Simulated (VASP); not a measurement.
# Os (Fm-3m) in VASP: further runs

The runs below take Os through single point, relaxation of cell and atoms, with BLYP+D3(BJ).

All numbers are computed with VASP 6.6.1; they aren't measurements. Logs are shortened: lines on timing, memory, paths and dates and some standing lists are left out, and cuts for length are marked.

## (1) The cell of the first run

Symmetry: Fm-3m, No. 225, cubic system. Conventional cell: a = 3.852 Å, b = 3.852 Å, c = 3.852 Å, α = 90.00°, β = 90.00°, γ = 90.00°. Os (site symmetry m-3m) has 12 Os at 2.72 Å within 3.6 Å.

## (2) Single point, BLYP+D3(BJ)

File INCAR:

```
PREC = Accurate
ENCUT = 520
EDIFF = 1E-6
ISMEAR = 1
SIGMA = 0.15
LREAL = F
LASPH = T
NELM = 100
ALGO = Normal
ISIF = 2
LWAVE = F
LCHARG = F
GGA = B5
ALDAX = 1.0
AGGAX = 1.0
AGGAC = 1.0
ALDAC = 0.0
IVDW = 12
VDW_S6 = 1.0
VDW_S8 = 2.6996
VDW_A1 = 0.4298
VDW_A2 = 4.2359
NBANDS = 10
```

File KPOINTS:

```
Automatic mesh
0
Gamma
  10 10 10
```

File POSCAR:

```
Os
1.0
    0.0000000000      1.9261511674      1.9261511674
    1.9261511674      0.0000000000      1.9261511674
    1.9261511674      1.9261511674      0.0000000000
Os
1
Direct
    0.0000000000      0.0000000000      0.0000000000
```

Potentials or basis: VASP PAW PBE potentials, release 64 (Os).

The run is started by

```
$ cat potpaw_PBE.64/Os/POTCAR > POTCAR
$ mpirun -np 1 vasp_std > vasp.out
```

OUTCAR:

```text
PREC = Accurate
   ENCUT = 520
   EDIFF = 1E-6
   ISMEAR = 1
   LREAL = F
   LASPH = T
   NELM = 100
   ISIF = 2
   GGA = B5
   IVDW = 12
 IVDW          = 12

 ion  position               nearest neighbor table
   1  0.000  0.000  0.000-

  LATTYP: Found a face centered cubic cell.
 ALAT       =     3.8523023348

  Lattice vectors:

 A1 = (   0.0000000000,   1.9261511674,   1.9261511674)
 A2 = (   1.9261511674,   0.0000000000,   1.9261511674)
 A3 = (   1.9261511674,   1.9261511674,   0.0000000000)

Analysis of symmetry for initial positions (statically):
=====================================================================
 Subroutine PRICEL returns:
 Original cell was already a primitive cell.

 Routine SETGRP: Setting up the symmetry group for a
 face centered cubic supercell.

 Subroutine GETGRP returns: Found 48 space group operations
 (whereof 48 operations were pure point group operations)
 out of a pool of 48 trial point group operations.

The static configuration has the point symmetry O_h .

Analysis of symmetry for dynamics (positions and initial velocities):
=====================================================================
 Subroutine PRICEL returns:
 Original cell was already a primitive cell.

 Routine SETGRP: Setting up the symmetry group for a
 face centered cubic supercell.

 Subroutine GETGRP returns: Found 48 space group operations
 (whereof 48 operations were pure point group operations)
 out of a pool of 48 trial point group operations.

The dynamic configuration has the point symmetry O_h .

 Subroutine INISYM returns: Found 48 space group operations
 (whereof 48 operations are pure point group operations),
 and found     1 'primitive' translations

----------------------------------------------------------------------------------------

                                     Primitive cell

  volume of cell :      14.2923

  direct lattice vectors                    reciprocal lattice vectors
     0.000000000  1.926151167  1.926151167    -0.259585026  0.259585026  0.259585026
     1.926151167  0.000000000  1.926151167     0.259585026 -0.259585026  0.259585026
     1.926151167  1.926151167  0.000000000     0.259585026  0.259585026 -0.259585026

  length of vectors
     2.723989104  2.723989104  2.723989104     0.449614453  0.449614453  0.449614453

  position of ions in fractional coordinates (direct lattice)
     0.000000000  0.000000000  0.000000000

  ion indices of the primitive-cell ions
   primitive index   ion index
                 1           1

----------------------------------------------------------------------------------------

 KPOINTS: Automatic mesh

Automatic generation of k-mesh.
 Grid dimensions read from file:
 generate k-points for:   10   10   10

 Generating k-lattice:

  Cartesian coordinates                     Fractional coordinates (reciprocal lattice)
    -0.025958503  0.025958503  0.025958503     0.100000000  0.000000000  0.000000000
     0.025958503 -0.025958503  0.025958503     0.000000000  0.100000000  0.000000000
     0.025958503  0.025958503 -0.025958503     0.000000000  0.000000000  0.100000000

  Length of vectors
     0.044961445  0.044961445  0.044961445

  Shift w.r.t. Gamma in fractional coordinates (k-lattice)
     0.000000000  0.000000000  0.000000000

 Subroutine IBZKPT returns following result:
 ===========================================

 Found     47 irreducible k-points:

 Following reciprocal coordinates:
            Coordinates               Weight
  0.000000  0.000000  0.000000      1.000000
  0.100000  0.000000  0.000000      8.000000
  0.200000  0.000000  0.000000      8.000000
  0.300000  0.000000  0.000000      8.000000
  0.400000  0.000000  0.000000      8.000000
  0.500000  0.000000  0.000000      4.000000
[... 16 lines left out ...]
  0.300000  0.300000  0.000000      6.000000
  0.400000  0.300000  0.000000     24.000000
 [... further k-points ...]
   k-points           NKPTS =     47   k-points in BZ     NKDIM =     47   number of bands    NBANDS=     10
   number of dos      NEDOS =    301   number of ions     NIONS =      1
   total plane-waves  NPLWV =   8000
   dimension x,y,z NGX =    20 NGY =   20 NGZ =   20
   dimension x,y,z NGXF=    40 NGYF=   40 NGZF=   40
   ions per type =               1
   NGX,Y,Z   is equivalent  to a cutoff of  12.21, 12.21, 12.21 a.u.
   NGXF,Y,Z  is equivalent  to a cutoff of  24.41, 24.41, 24.41 a.u.
 SYSTEM =  unknown system
   PREC   = accura    normal or accurate (medium, high low for compatibility)
   ISTART =      0    job   : 0-new  1-cont  2-samecut
   ICHARG =      2    charge: 1-file 2-atom 10-const
   ISPIN  =      1    spin polarized calculation?
   LNONCOLLINEAR =      F non collinear calculations
   LSORBIT =      F    spin-orbit coupling
   LASPH  =      T    aspherical Exc in radial PAW
   ENCUT  =  520.0 eV  38.22 Ry    6.18 a.u.   5.06  5.06  5.06*2*pi/ulx,y,z
   NELM   =    100;   NELMIN=  2; NELMDL= -5     # of ELM steps
   EDIFF  = 0.1E-05   stopping-criterion for ELM
   LREAL  =      F    real-space projection
   EDIFFG = 0.1E-04   stopping-criterion for IOM
   NSW    =      0    number of steps for IOM
   IBRION =     -1    ionic relax: 0-MD 1-quasi-New 2-CG
   NFREE  =      0    steps in history (QN), initial steepest desc. (CG)
   ISIF   =      2    stress and relaxation
   ISYM   =      2    0-nonsym 1-usesym 2-fastsym
   POTIM  = 0.5000    time-step for ionic-motion
   TEBEG  =    0.0;   TEEND  =   0.0 temperature during run
   PSTRESS=    0.0 pullay stress
   NELECT =       8.0000    total number of electrons
   NUPDOWN=      -1.0000    fix difference up-down
   EMIN   =  10.00;   EMAX   =-10.00  energy-range for DOS
   EFERMI =   0.00;   METHOD = LEGACY
   ISMEAR =     1;   SIGMA  =   0.15  broadening in eV -4-tet -1-fermi 0-gaus
   EFERMI_NEDOS =   21; number of points for ismear=-14 and -15
   IALGO  =     38    algorithm
   IMIX   =      4    mixing-type and parameters
     AMIX     =   0.40;   BMIX     =  1.00
     AMIX_MAG =   1.60;   BMIX_MAG =  1.00
  volume/ion in A,a.u.               =      14.29        96.45
  Fermi-wavevector in a.u.,A,eV,Ry     =   1.349184  2.549588 24.766644  1.820297
  Thomas-Fermi vector in A             =   2.476792
   LORBIT       =      0    0 simple, 1 ext, 2 COOP (PROOUT), +10 PAW based schemes
   GGA     = B5    functional components
   LHFCALC =     F    Hartree Fock is set to
   AEXX    =    0.0000 exact exchange contribution
   IVDW    =    12    specifies the selected vdW correction
   LEPSILON=     F    determine dielectric tensor
   LRPA    =     F    only Hartree local field effects (RPA)
 non-spin polarized calculation
 Methfessel and Paxton  Order N= 1 SIGMA  =   0.15
  energy-cutoff  :      520.00
  volume of cell :       14.29
 maximum number of plane-waves:       393
   NGX = 11   NGY = 11   NGZ = 11

 number of electron       8.0000000 magnetization

 Free energy of the ion-electron system (eV)
  ---------------------------------------------------
  ext. energy  EPLUGINS =         0.00000000
  ---------------------------------------------------
  free energy    TOTEN  =        -9.44413887 eV

  energy without entropy =       -9.44245674  energy(sigma->0) =       -9.44357816

 E-fermi :   9.6986     XC(G=0): -13.2188

 val. band max:        9.6870698151   @ k =   0.4000   0.2000   0.1000
 cond. band min:       9.7142495782   @ k =   0.4000   0.3000   0.1000
 fundamental gap:      0.0271797631
 Fermi energy:         9.6985855189

 k-point     1 :       0.0000    0.0000    0.0000
  band No.  band energies     occupation
      1      -0.8049      2.00000
      2       6.7057      2.00000
      3       6.7057      2.00000
      4       6.7057      2.00000
      5       9.6567      1.45247
      6       9.6567      1.45245
      7      24.1658      0.00000
      8      29.7917      0.00000
      9      29.7917      0.00000
     10      29.7917      0.00000

 k-point     2 :       0.1000    0.0000    0.0000
  band No.  band energies     occupation
      1      -0.3531      2.00000
      2       6.4587      2.00000
      3       6.9015      2.00000
      4       6.9015      2.00000
      5       9.5297      2.06747
      6       9.5297      2.06747
      7      24.9767      0.00000
      8      27.9884      0.00000
      9      30.5886      0.00000
     10      30.5886      0.00000

 k-point     3 :       0.2000    0.0000    0.0000
  band No.  band energies     occupation
      1       0.8084      2.00000
      2       6.0791      2.00000
      3       7.1958      2.00000
      4       7.1958      2.00000
      5       9.5375      2.06240
      6       9.5375      2.06240
      7      25.2022      0.00000
      8      26.9636      0.00000
      9      32.7682      0.00000
     10      32.7682      0.00000

 k-point     4 :       0.3000    0.0000    0.0000
  band No.  band energies     occupation
      1       1.9077      2.00000
      2       6.5448      2.00000
      3       7.0376      2.00000
      4       7.0376      2.00000
      5      10.3367     -0.00000
      6      10.3367     -0.00000
      7      22.8076      0.00000
      8      26.5957      0.00000
      9      34.1625      0.00000
     10      34.1625      0.00000
[... 222 lines left out ...]
 k-point    22 :      -0.2000    0.2000    0.0000
  band No.  band energies     occupation
      1       2.9566      2.00000
      2       5.3930      2.00000
      3       6.6183      2.00000
      4       8.2053      2.00000
      5       8.5620      2.00000
      6      12.3155     -0.00000
      7      24.1125      0.00000
      8      27.8434      0.00000
      9      28.8466      0.00000
     10      30.8717      0.00000

 k-point    23 :       0.3000    0.3000    0.0000
  band No.  band energies     occupation
      1       2.7355      2.00000
      2       4.0182      2.00000
      3       7.8142      2.00000
      4       9.7707      0.28147
      5       9.7707      0.28147
      6      11.0791     -0.00000
      7      27.0368      0.00000
      8      27.0368      0.00000
      9      28.4777      0.00000
     10      31.1612      0.00000

 k-point    24 :       0.4000    0.3000    0.0000
  band No.  band energies     occupation
      1       3.0033      2.00000
      2       3.7870      2.00000
      3       7.9412      2.00000
      4      10.0079     -0.01303
      5      11.7464     -0.00000
      6      11.8629     -0.00000
      7      23.4501      0.00000
      8      25.6346      0.00000
      9      27.0529      0.00000
     10      31.6566      0.00000

 [... further k-points ...]

------------------------ aborting loop because EDIFF is reached ----------------------------------------

 Edisp (eV)   -1.53931

 E8    (eV) :    -1.1933

  FORCE on cell =-STRESS in cart. coord.  units (eV):
  Direction    XX          YY          ZZ          XY          YZ          ZX
  --------------------------------------------------------------------------------------
  -------------------------------------------------------------------------------------
  Total       0.30582     0.30582     0.30582    -0.00000     0.00000    -0.00000
  in kB      34.28318    34.28318    34.28318    -0.00000     0.00000    -0.00000
  external pressure =       34.28 kB  Pullay stress =        0.00 kB

 VOLUME and BASIS-vectors are now :
 -----------------------------------------------------------------------------
  energy-cutoff  :      520.00
  volume of cell :       14.29
      direct lattice vectors                 reciprocal lattice vectors
     0.000000000  1.926151167  1.926151167    -0.259585026  0.259585026  0.259585026
     1.926151167  0.000000000  1.926151167     0.259585026 -0.259585026  0.259585026
     1.926151167  1.926151167  0.000000000     0.259585026  0.259585026 -0.259585026

 POSITION                                       TOTAL-FORCE (eV/Angst)
 -----------------------------------------------------------------------------------
      0.00000      0.00000      0.00000        -0.000000      0.000000     -0.000000
 -----------------------------------------------------------------------------------
    total drift:                                0.000000      0.000000     -0.000000

  FREE ENERGIE OF THE ION-ELECTRON SYSTEM (eV)
  ---------------------------------------------------
  free  energy   TOTEN  =       -10.9834445014 eV

  energy  without entropy=      -10.9817623622  energy(sigma->0) =      -10.98288379
```

Run time: 5 s. Hardware: 1 thread of Intel Xeon 6975P-C (Granite Rapids), shared host; peak memory 0.13 GiB.

What came out:

* Free energy: -10.9834 eV
* Pressure: 3.4 GPa
* Band gap on the k mesh: zero (band 4 reaches 12.22 eV, above the bottom of band 5 at 8.13 eV)
* Dispersion energy per atom: -1.539 eV

Caveat: the PAW data sets were made with another functional, which shifts forces and pressure a little; spin-orbit coupling is left out, which moves the levels of the heavy elements; pairwise dispersion overbinds metals, which lowers pressure and volume.

## (3) Relaxation of cell and atoms, BLYP+D3(BJ)

This run uses another cell than the first one, of 14.72 Å³/atom, 1.030 times its volume.

File INCAR:

```
PREC     = Accurate       # precision mode
ENCUT    = 600            # plane-wave cutoff, eV
EDIFF    = 1E-6           # SCF threshold, eV
ISMEAR   = 1              # smearing method
SIGMA    = 0.15           # smearing width, eV
LREAL    = F              # projectors in reciprocal space
LASPH    = T              # aspherical terms in the spheres
NELM     = 60             # most SCF steps
ALGO     = Normal         # electronic algorithm
ISIF     = 3              # what is computed and relaxed
LWAVE    = F              # write WAVECAR
LCHARG   = F              # write CHGCAR
GGA      = B5             # functional
ALDAX    = 1.0          
AGGAX    = 1.0          
AGGAC    = 1.0          
ALDAC    = 0.0          
IVDW     = 12             # dispersion correction
VDW_S6   = 1.0          
VDW_S8   = 2.6996       
VDW_A1   = 0.4298       
VDW_A2   = 4.2359       
IBRION   = 2              # ionic algorithm
NSW      = 80             # ionic steps
EDIFFG   = -0.02          # ionic threshold
```

File KPOINTS:

```
regular mesh
0
Gamma
  10 10 10
```

File POSCAR:

```
Os
1.0
    0.0000000000      1.9450000000      1.9450000000
    1.9450000000      0.0000000000      1.9450000000
    1.9450000000      1.9450000000      0.0000000000
Os
1
Direct
    0.0000000000      0.0000000000      0.0000000000
```

Potentials or basis: VASP PAW PBE potentials, release 64 (Os).

The run is started by

```
$ cat potpaw_PBE.64/Os/POTCAR > POTCAR
$ mpirun -np 1 vasp_std > vasp.out
```

Run time: 16 s. Hardware: 1 thread of Intel Xeon 6975P-C (Granite Rapids), shared host; peak memory 0.16 GiB.

The run converged. Its results:

* Free energy: -10.9845 eV
* Relaxed volume: 14.42 Å³/atom
* Relaxed cell: a = 2.732 Å, b = 2.732 Å, c = 2.732 Å, α = 60.00°, β = 60.00°, γ = 60.00°
* Space group after relaxing (to 0.05 Å): Fm-3m (No. 225)
* Energy gained by relaxing: 7.2 meV/atom
* Ionic steps: 4
* Pressure after relaxing: 0.0 GPa
* Band gap on the k mesh: zero (band 4 reaches 12.06 eV, above the bottom of band 5 at 8.01 eV)
* Dispersion energy per atom: -1.525 eV

Step by step:
```tsv
step	energy change (eV)	largest force (eV/Å)	pressure (GPa)	volume (Å³)
1	0.0000	0.0000	-7.55	14.72
2	0.1195	0.0000	38.91	13.29
3	-0.0072	0.0000	-0.28	14.43
4	-0.0072	0.0000	-0.04	14.42
```

Final structure:
```
CELL_PARAMETERS angstrom
0.00000 1.93190 1.93190
1.93190 0.00000 1.93190
1.93190 1.93190 0.00000
ATOMIC_POSITIONS crystal
Os 0.00000 0.00000 0.00000
```

Levels at points of the mesh, in eV from the Fermi level:
```csv
k point,band 1,band 2,band 3,band 4,band 5,band 6,band 7,band 8
"(0.00, 0.00, 0.00)",-10.43,-2.95,-2.95,-2.95,-0.04,-0.04,14.47,20.04
"(0.50, 0.00, 0.00)",-7.43,-3.09,-3.09,0.05,2.27,2.27,8.62,14.05
"(0.50, 0.50, 0.00)",-7.28,-6.64,2.23,2.50,2.93,2.93,11.80,12.22
```

Caveat: the PAW data sets were made with another functional, which shifts forces and pressure a little; spin-orbit coupling is left out, which moves the levels of the heavy elements; pairwise dispersion overbinds metals, which lowers pressure and volume.
